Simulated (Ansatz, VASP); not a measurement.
# One calculation of KPt, two programs

Contents of INCAR:

```
SYSTEM = KPt
  PREC = Accurate
  ENCUT = 520
  EDIFF = 1E-6
  ISMEAR = -1
  SIGMA = 0.05
  LREAL = .False.
  LASPH = .True.
  NELM = 100
  ALGO = Normal
  ISIF = 2
  LWAVE = .False.
  LCHARG = .True.
  GGA = B5
  ALDAX = 1.0
  AGGAX = 1.0
  AGGAC = 1.0
  ALDAC = 0.0
  LELF = .True.
  LVHAR = .True.
  NBANDS = 16
```

KPOINTS

```
regular mesh
0
Gamma
  10 10 5
  0 0 0
```

POSCAR

```
KPt
1.0
    2.9807067573      0.0000000000      0.0000000000
   -1.4903533787      2.5813677731      0.0000000000
    0.0000000000      0.0000000000      5.3097005566
Pt K
1 1
Direct
    0.6666666667      0.3333333333      0.0000000000
    0.0000000000      0.0000000000      0.5000000000
```

input.yaml

```yaml
crystal:
  lattice:
    - [2.9807067573, 0.0, 0.0]
    - [-1.4903533787, 2.5813677731, 0.0]
    - [0.0, 0.0, 5.3097005566]
  atoms:
    - { symbol: Pt, position: [0.6666666667, 0.3333333333, 0.0] }
    - { symbol: K, position: [0.0, 0.0, 0.5] }
hamiltonian:
  xc: blyp
  pseudopotentials: { kind: paw }
kpoints:
  mp_grid: { grid: [10, 10, 5] }
scf:
  occupations: { method: fermi_dirac, width: 0.05 }
output:
  forces: true
  stress: true
  eigenvalues: true
  write_density: true
  write_potential: true
  elf: true
  volumetric_format: npy
```

Alike in both runs: task single point; functional BLYP; k mesh 10 × 10 × 5; occupations fermi-dirac, width 0.05 eV; no spin polarisation.

```csv
,VASP,Ansatz
version,VASP 6.6.1,Ansatz 0.2.0
potentials or method,"VASP PAW PBE potentials, release 64 (Pt, K_sv)",Ansatz PAW
plane-wave cutoff (eV),520,420
valence electrons in the cell,19,27
```

|  | VASP | Ansatz | Ansatz less VASP |
| --- | --- | --- | --- |
| gap on the k mesh at the Fermi level (eV) | none | none | - |
| pressure (GPa) | 6.9 | 6.4 | -0.47 |
| traceless stress, the component that is largest in VASP (GPa) | -0.97 | -1.02 | -0.052 |

VASP's potentials were made for PBE, not for BLYP. A gap of «none» marks a metal or a gap that the smearing closes. VASP's potentials hold 19 valence electrons a cell and Ansatz's 27, so a difference there can come from the potentials and not from the codes.

Spin-orbit coupling is off throughout.
